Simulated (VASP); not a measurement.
# CdTe in VASP: a series of runs

Runs on CdTe. Level: PBE. Tasks: single point.

All numbers are computed with VASP 6.6.1; they aren't measurements. Logs are shortened: lines on timing, memory, paths and dates and some standing lists are left out, and cuts for length are marked.

## 1. The cell of the first run

Symmetry: Fm-3m, No. 225, cubic system. The conventional cell has a = 6.410 Å, b = 6.410 Å, c = 6.410 Å, α = 90.00°, β = 90.00°, γ = 90.00°. Cd (site symmetry m-3m) has 6 Te at 3.20 Å within 4.2 Å. Within 4.2 Å of Te (site symmetry m-3m) lie 6 Cd at 3.20 Å.

## 2. Single point, PBE

INCAR

```
SYSTEM = CdTe
  PREC = Accurate
  ENCUT = 500
  EDIFF = 1E-6
  ISMEAR = 0
  SIGMA = 0.1
  LREAL = .FALSE.
  LASPH = .TRUE.
  NELM = 120
  ALGO = Normal
  ISIF = 2
  LWAVE = .FALSE.
  LCHARG = .FALSE.
  GGA = PE
  NBANDS = 36
  GGA_COMPAT = .FALSE.
```

KPOINTS

```
Automatic mesh
0
G
  6 6 2
  0 0 0
```

POSCAR

```
CdTe
1.0
    4.5325540000      0.0000000000      0.0000000000
   -2.2662770000      3.9253070000      0.0000000000
    0.0000000000      0.0000000000     11.1024460000
Cd Te
3 3
Direct
    0.0000000000      0.0000000000      0.0000000000
    0.3333333300      0.6666666700      0.3333333300
    0.6666666700      0.3333333300      0.6666666700
    0.6666666700      0.3333333300      0.1666666700
    0.0000000000      0.0000000000      0.5000000000
    0.3333333300      0.6666666700      0.8333333300
```

Potentials or basis: VASP PAW PBE potentials, release 64 (Cd, Te).

Command:

```bash
$ cat potpaw_PBE.64/Cd/POTCAR potpaw_PBE.64/Te/POTCAR > POTCAR
$ mpirun -np 1 vasp_std > vasp.out
```

OUTCAR:

```text
SYSTEM = CdTe
   PREC = Accurate
   ENCUT = 500
   EDIFF = 1E-6
   ISMEAR = 0
   LREAL = .FALSE.
   LASPH = .TRUE.
   NELM = 120
   ISIF = 2
   GGA = PE

 ion  position               nearest neighbor table
   1  0.000  0.000  0.000-   4 3.20   6 3.20   4 3.20   6 3.20   4 3.20   6 3.20
   2  0.333  0.667  0.333-   4 3.20   4 3.20   4 3.20   5 3.20   5 3.20   5 3.20
   3  0.667  0.333  0.667-   6 3.20   6 3.20   6 3.20   5 3.20   5 3.20   5 3.20
   4  0.667  0.333  0.167-   2 3.20   2 3.20   2 3.20   1 3.20   1 3.20   1 3.20
   5  0.000  0.000  0.500-   2 3.20   3 3.20   3 3.20   2 3.20   3 3.20   2 3.20
   6  0.333  0.667  0.833-   3 3.20   3 3.20   3 3.20   1 3.20   1 3.20   1 3.20

  LATTYP: Found a hexagonal cell.
 ALAT       =     4.5325540000
 C/A-ratio  =     2.4494900667

  Lattice vectors:

 A1 = (   4.5325540000,   0.0000000000,   0.0000000000)
 A2 = (  -2.2662770000,   3.9253070000,   0.0000000000)
 A3 = (   0.0000000000,   0.0000000000,  11.1024460000)

Analysis of symmetry for initial positions (statically):
=====================================================================
 Subroutine PRICEL returns following result:

  LATTYP: Found a face centered cubic cell.
 ALAT       =     6.4099998526

  Lattice vectors:

 A1 = (   2.2662769773,  -1.3084356536,   3.7008152963)
 A2 = (  -0.0000000227,   2.6168713464,   3.7008152963)
 A3 = (  -2.2662769547,  -1.3084356928,   3.7008154073)

   3 primitive cells build up your supercell.

 Routine SETGRP: Setting up the symmetry group for a
 hexagonal supercell.

 Subroutine GETGRP returns: Found 12 space group operations
 (whereof 12 operations were pure point group operations)
 out of a pool of 24 trial point group operations.

The static configuration has the point symmetry D_3d.

Analysis of symmetry for dynamics (positions and initial velocities):
=====================================================================
 Subroutine PRICEL returns following result:

  LATTYP: Found a face centered cubic cell.
 ALAT       =     6.4099998526

  Lattice vectors:

 A1 = (   2.2662769773,  -1.3084356536,   3.7008152963)
 A2 = (  -0.0000000227,   2.6168713464,   3.7008152963)
 A3 = (  -2.2662769547,  -1.3084356928,   3.7008154073)

   3 primitive cells build up your supercell.

 Routine SETGRP: Setting up the symmetry group for a
 hexagonal supercell.

 Subroutine GETGRP returns: Found 12 space group operations
 (whereof 12 operations were pure point group operations)
 out of a pool of 24 trial point group operations.

The dynamic configuration has the point symmetry D_3d.

 Subroutine INISYM returns: Found 12 space group operations
 (whereof 12 operations are pure point group operations),
 and found     3 'primitive' translations

----------------------------------------------------------------------------------------

                                     Primitive cell

  volume of cell :      65.8437

  direct lattice vectors                    reciprocal lattice vectors
     2.266276977 -1.308435654  3.700815296     0.220626170 -0.127378568  0.090070242
    -0.000000023  2.616871346  3.700815296    -0.000000000  0.254757144  0.090070242
    -2.266276955 -1.308435693  3.700815407    -0.220626164 -0.127378572  0.090070242

  length of vectors
     4.532554363  4.532554412  4.532554454     0.270210760  0.270210753  0.270210757

  position of ions in fractional coordinates (direct lattice)
     0.000000000  0.000000000  0.000000000
     0.500000030  0.500000000  0.500000000

  ion indices of the primitive-cell ions
   primitive index   ion index
                 1           1
                 2           4

----------------------------------------------------------------------------------------

 KPOINTS: Automatic mesh

Automatic generation of k-mesh.
 Grid dimensions read from file:
 generate k-points for:    6    6    2

 Generating k-lattice:

  Cartesian coordinates                     Fractional coordinates (reciprocal lattice)
     0.036771027  0.021229762  0.000000000     0.166666667 -0.000000000  0.000000000
     0.000000000  0.042459524  0.000000000     0.000000000  0.166666667  0.000000000
     0.000000000  0.000000000  0.045035121     0.000000000  0.000000000  0.500000000

  Length of vectors
     0.042459525  0.042459524  0.045035121

  Shift w.r.t. Gamma in fractional coordinates (k-lattice)
     0.000000000  0.000000000  0.000000000

 Subroutine IBZKPT returns following result:
 ===========================================

 Found     14 irreducible k-points:

 Following reciprocal coordinates:
            Coordinates               Weight
  0.000000  0.000000  0.000000      1.000000
  0.166667 -0.000000  0.000000      6.000000
  0.333333 -0.000000  0.000000      6.000000
  0.500000 -0.000000  0.000000      3.000000
  0.166667  0.166667  0.000000      6.000000
  0.333333  0.166667  0.000000     12.000000
  0.333333  0.333333  0.000000      2.000000
  0.000000  0.000000  0.500000      1.000000
  0.166667 -0.000000  0.500000      6.000000
  0.333333 -0.000000  0.500000      6.000000
  0.500000 -0.000000  0.500000      3.000000
  0.166667  0.166667  0.500000      6.000000
  0.333333  0.166667  0.500000     12.000000
  0.333333  0.333333  0.500000      2.000000
   k-points           NKPTS =     14   k-points in BZ     NKDIM =     14   number of bands    NBANDS=     36
   number of dos      NEDOS =    301   number of ions     NIONS =      6
   total plane-waves  NPLWV = 108864
   dimension x,y,z NGX =    36 NGY =   36 NGZ =   84
   dimension x,y,z NGXF=    72 NGYF=   72 NGZF=  168
   ions per type =               3   3
   NGX,Y,Z   is equivalent  to a cutoff of  13.20, 13.20, 12.58 a.u.
   NGXF,Y,Z  is equivalent  to a cutoff of  26.41, 26.41, 25.16 a.u.
 SYSTEM =  CdTe
   PREC   = accura    normal or accurate (medium, high low for compatibility)
   ISTART =      0    job   : 0-new  1-cont  2-samecut
   ICHARG =      2    charge: 1-file 2-atom 10-const
   ISPIN  =      1    spin polarized calculation?
   LNONCOLLINEAR =      F non collinear calculations
   LSORBIT =      F    spin-orbit coupling
   LASPH  =      T    aspherical Exc in radial PAW
   ENCUT  =  500.0 eV  36.75 Ry    6.06 a.u.   8.26  8.26 20.24*2*pi/ulx,y,z
   NELM   =    120;   NELMIN=  2; NELMDL= -5     # of ELM steps
   EDIFF  = 0.1E-05   stopping-criterion for ELM
   LREAL  =      F    real-space projection
   EDIFFG = 0.1E-04   stopping-criterion for IOM
   NSW    =      0    number of steps for IOM
   IBRION =     -1    ionic relax: 0-MD 1-quasi-New 2-CG
   NFREE  =      0    steps in history (QN), initial steepest desc. (CG)
   ISIF   =      2    stress and relaxation
   ISYM   =      2    0-nonsym 1-usesym 2-fastsym
   POTIM  = 0.5000    time-step for ionic-motion
   TEBEG  =    0.0;   TEEND  =   0.0 temperature during run
   PSTRESS=    0.0 pullay stress
   NELECT =      54.0000    total number of electrons
   NUPDOWN=      -1.0000    fix difference up-down
   EMIN   =  10.00;   EMAX   =-10.00  energy-range for DOS
   EFERMI =   0.00;   METHOD = LEGACY
   ISMEAR =     0;   SIGMA  =   0.10  broadening in eV -4-tet -1-fermi 0-gaus
   EFERMI_NEDOS =   21; number of points for ismear=-14 and -15
   IALGO  =     38    algorithm
   IMIX   =      4    mixing-type and parameters
     AMIX     =   0.40;   BMIX     =  1.00
     AMIX_MAG =   1.60;   BMIX_MAG =  1.00
  volume/ion in A,a.u.               =      32.92       222.17
  Fermi-wavevector in a.u.,A,eV,Ry     =   1.062497  2.007828 15.359611  1.128900
  Thomas-Fermi vector in A             =   2.197950
   LORBIT       =      0    0 simple, 1 ext, 2 COOP (PROOUT), +10 PAW based schemes
   GGA     = PE    functional components
   LHFCALC =     F    Hartree Fock is set to
   AEXX    =    0.0000 exact exchange contribution
   IVDW    =     0    specifies the selected vdW correction
   LEPSILON=     F    determine dielectric tensor
   LRPA    =     F    only Hartree local field effects (RPA)
 non-spin polarized calculation
 Gauss-broadening in eV      SIGMA  =   0.10
  energy-cutoff  :      500.00
  volume of cell :      197.53
 maximum number of plane-waves:      5040
 NGX is ok and might be reduce to    36
   NGX = 17   NGY = 17   NGZ = 41

 number of electron      54.0000005 magnetization

 Free energy of the ion-electron system (eV)
  ---------------------------------------------------
  ext. energy  EPLUGINS =         0.00000000
  ---------------------------------------------------
  free energy    TOTEN  =       -12.94889452 eV

  energy without entropy =      -12.92641349  energy(sigma->0) =      -12.93765400

 E-fermi :   2.6020     XC(G=0):  -9.0494

 val. band max:        2.5512608309   @ k =   0.1667  -0.0000   0.0000
 cond. band min:       2.6152909392   @ k =   0.1667   0.1667   0.0000
 fundamental gap:      0.0640301083
 Fermi energy:         2.6020236279

 k-point     1 :       0.0000    0.0000    0.0000
  band No.  band energies     occupation
      1      -8.2185      2.00000
      2      -7.6913      2.00000
      3      -7.6913      2.00000
      4      -5.5511      2.00000
      5      -5.5511      2.00000
      6      -5.5511      2.00000
[... 28 lines left out ...]
     35       7.1625      0.00000
     36       7.1625      0.00000

 k-point     2 :       0.1667   -0.0000    0.0000
  band No.  band energies     occupation
      1      -8.0781      2.00000
      2      -7.6657      2.00000
      3      -7.6446      2.00000
      4      -5.5602      2.00000
      5      -5.5161      2.00000
      6      -5.5126      2.00000
[... 28 lines left out ...]
     35       8.2740      0.00000
     36       8.4071      0.00000

 k-point     3 :       0.3333   -0.0000    0.0000
  band No.  band energies     occupation
      1      -7.7537      2.00000
      2      -7.6419      2.00000
      3      -7.5340      2.00000
      4      -5.5563      2.00000
      5      -5.5279      2.00000
      6      -5.5215      2.00000
[... 28 lines left out ...]
     35       8.0671      0.00000
     36       8.0957      0.00000

 k-point     4 :       0.5000   -0.0000    0.0000
  band No.  band energies     occupation
      1      -7.6387      2.00000
      2      -7.5187      2.00000
      3      -7.5187      2.00000
      4      -5.5446      2.00000
      5      -5.5446      2.00000
      6      -5.4978      2.00000
[... 28 lines left out ...]
     35       7.6131      0.00000
     36       8.7684      0.00000

 k-point     5 :       0.1667    0.1667    0.0000
  band No.  band energies     occupation
      1      -7.8458      2.00000
      2      -7.6034      2.00000
      3      -7.6034      2.00000
      4      -5.5447      2.00000
      5      -5.5199      2.00000
      6      -5.5199      2.00000
[... 265 lines left out ...]
 k-point    12 :       0.1667    0.1667    0.5000
  band No.  band energies     occupation
      1      -7.7650      2.00000
      2      -7.7650      2.00000
      3      -7.5235      2.00000
      4      -5.5351      2.00000
      5      -5.5024      2.00000
      6      -5.5024      2.00000
[... 28 lines left out ...]
     35       8.2035      0.00000
     36       8.6458      0.00000

 k-point    13 :       0.3333    0.1667    0.5000
  band No.  band energies     occupation
      1      -7.6082      2.00000
      2      -7.5501      2.00000
      3      -7.5294      2.00000
      4      -5.5500      2.00000
      5      -5.5153      2.00000
      6      -5.5033      2.00000
[... 28 lines left out ...]
     35       8.1221      0.00000
     36       8.4546      0.00000

 k-point    14 :       0.3333    0.3333    0.5000
  band No.  band energies     occupation
      1      -7.5233      2.00000
      2      -7.5233      2.00000
      3      -7.5233      2.00000
      4      -5.5354      2.00000
      5      -5.5354      2.00000
      6      -5.5354      2.00000
[... 28 lines left out ...]
     35       8.9353      0.00000
     36       8.9353      0.00000

------------------------ aborting loop because EDIFF is reached ----------------------------------------

  FORCE on cell =-STRESS in cart. coord.  units (eV):
  Direction    XX          YY          ZZ          XY          YZ          ZX
  --------------------------------------------------------------------------------------
  -------------------------------------------------------------------------------------
  Total       -5.2831798     -5.2831801     -5.6135769     -0.0000000     -0.0000000      0.0000000
  in kB      -42.8519601    -42.8519621    -45.5318163     -0.0000000     -0.0000000      0.0000000
  external PRESSURE =     -43.7452462 kB  Pullay stress =       0.0000000 kB

 VOLUME and BASIS-vectors are now :
 -----------------------------------------------------------------------------
  energy-cutoff  :      500.00
  volume of cell :      197.53
      direct lattice vectors                 reciprocal lattice vectors
     4.532554000  0.000000000  0.000000000     0.220626164  0.127378572  0.000000000
    -2.266277000  3.925307000  0.000000000     0.000000000  0.254757144  0.000000000
     0.000000000  0.000000000 11.102446000     0.000000000  0.000000000  0.090070242

 POSITION                                       TOTAL-FORCE (eV/Angst)
 -----------------------------------------------------------------------------------
      0.00000      0.00000      0.00000         0.000000     -0.000000      0.000000
     -0.00000      2.61687      3.70082        -0.000000     -0.000000      0.000000
      2.26628      1.30844      7.40163        -0.000000      0.000000     -0.000000
      2.26628      1.30844      1.85041        -0.000000      0.000000     -0.000000
      0.00000      0.00000      5.55122         0.000000     -0.000000      0.000000
     -0.00000      2.61687      9.25204        -0.000000     -0.000000      0.000000
 -----------------------------------------------------------------------------------
    total drift:                               -0.000000     -0.000000      0.000000

  FREE ENERGIE OF THE ION-ELECTRON SYSTEM (eV)
  ---------------------------------------------------
  free  energy   TOTEN  =       -12.9488945208 eV

  energy  without entropy=      -12.9264134850  energy(sigma->0) =      -12.93765400
```

It took 2.1 min on 1 thread of Intel Xeon 8259CL, shared host; peak memory 0.35 GiB.

What came out:

- Free energy: -12.9489 eV
- Pressure: -4.4 GPa
- Band gap on the k mesh: zero (bands 27 and 28 overlap by 0.61 eV)

Levels at points of the mesh, in eV from the Fermi level:
```csv
k point,band 25,band 26,band 27,band 28,band 29,band 30
"(0.00, 0.00, 0.00)",-0.17,-0.17,-0.17,-0.17,2.53,2.53
"(0.50, 0.00, 0.00)",-1.09,-1.09,-0.59,-0.59,1.92,1.92
"(0.00, 0.00, 0.50)",-0.30,-0.08,-0.08,1.49,1.49,2.75
"(0.50, 0.00, 0.50)",-1.33,-0.08,-0.08,0.20,0.20,2.75
```

Caveat: the cell stands under tension; semilocal functionals underestimate gaps, so a narrow gap can read as zero; spin-orbit coupling is left out, which moves the levels of the heavy elements.

[end of part 1 of 2]
